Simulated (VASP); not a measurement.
The system is Hg.

```xyz
2
Lattice="0.0000 3.1464 3.1464 3.1464 0.0000 3.1464 3.1464 3.1464 0.0000" Properties=species:S:1:pos:R:3 pbc="T T T"
Hg    0.7866    0.7866    0.7866
Hg    5.5062    5.5062    5.5062
```

```yaml
Program: VASP 6.6.1
Task: relaxation of cell and atoms
Functional: PBE
Potentials_or_basis: VASP PAW PBE potentials, release 64 (Hg_sv_GW)
Cutoff: 550 eV
k_mesh: 9 × 9 × 9
Occupations: fermi-dirac, width 0.1 eV
Spin: no spin polarisation
```

At the start: pressure 7.5 GPa; volume 31.15 Å³/atom.

**Question.** Where does the relaxation end?

**Answer.** Over 4 steps the energy falls by 144.2 meV/atom and the volume is 38.80 Å³/atom (+24.6 %); space group Fd-3m (No. 227, to 0.1 Å) before and after.

Step by step:
```csv
step,energy change (eV),largest force (eV/Å),pressure (GPa),volume (Å³)
1,0.0000,0.0000,7.49,62.30
2,-0.2872,0.0000,0.34,76.37
3,-0.2884,0.0000,-0.06,77.93
4,-0.2885,0.0000,0.01,77.60
```

Final structure:
```
Hg
1.0
     0.00000    3.38537    3.38537
     3.38537    0.00000    3.38537
     3.38537    3.38537    0.00000
Hg
2
Direct
  0.12500 0.12500 0.12500
  0.87500 0.87500 0.87500
```

Caveat: the volume moved by over 15 % at a fixed basis, so the end points are rough.
